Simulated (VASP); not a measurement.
The system is NbRu.

```
CELL_PARAMETERS angstrom
3.05912 0.00000 0.00000
0.00000 3.05912 0.00000
0.00000 0.00000 3.41670
ATOMIC_POSITIONS crystal
Nb 0.00000 0.00000 0.00000
Ru 0.50000 0.50000 0.50000
```

```yaml
Program: VASP 6.6.1
Task: relaxation of cell and atoms
Functional: LDA
Potentials_or_basis: VASP PAW LDA potentials, release 64 (Nb_sv, Ru_pv)
Cutoff: 600 eV
k_mesh: 14 × 14 × 12
Occupations: gaussian, width 0.1 eV
Spin: no spin polarisation
```

At the start: pressure -12.1 GPa; volume 15.99 Å³/atom.

How do energy, volume and symmetry change on relaxing?

Over 9 steps the energy falls by 31.0 meV/atom and the volume is 15.20 Å³/atom (-4.9 %); space group P4/mmm (No. 123, to 0.05 Å).

Step by step:
| step | energy change (eV) | largest force (eV/Å) | pressure (GPa) | volume (Å³) |
| --- | --- | --- | --- | --- |
| 1 | 0.0000 | 0.0000 | -12.11 | 31.97 |
| 2 | 0.4119 | 0.0000 | 45.78 | 26.70 |
| 3 | -0.0617 | 0.0000 | -0.69 | 30.49 |
| 4 | -0.0619 | 0.0000 | -0.11 | 30.42 |
| 5 | -0.0619 | 0.0000 | 0.16 | 30.39 |
| 6 | -0.0619 | 0.0000 | -0.34 | 30.45 |
| 7 | -0.0619 | 0.0000 | -0.08 | 30.42 |
| 8 | -0.0619 | 0.0000 | -0.03 | 30.41 |
| 9 | -0.0619 | 0.0000 | 0.01 | 30.41 |

Final structure:
```
CELL_PARAMETERS angstrom
3.00569 0.00000 0.00000
0.00000 3.00569 0.00000
0.00000 0.00000 3.36585
ATOMIC_POSITIONS crystal
Nb 0.00000 0.00000 0.00000
Ru 0.50000 0.50000 0.50000
```
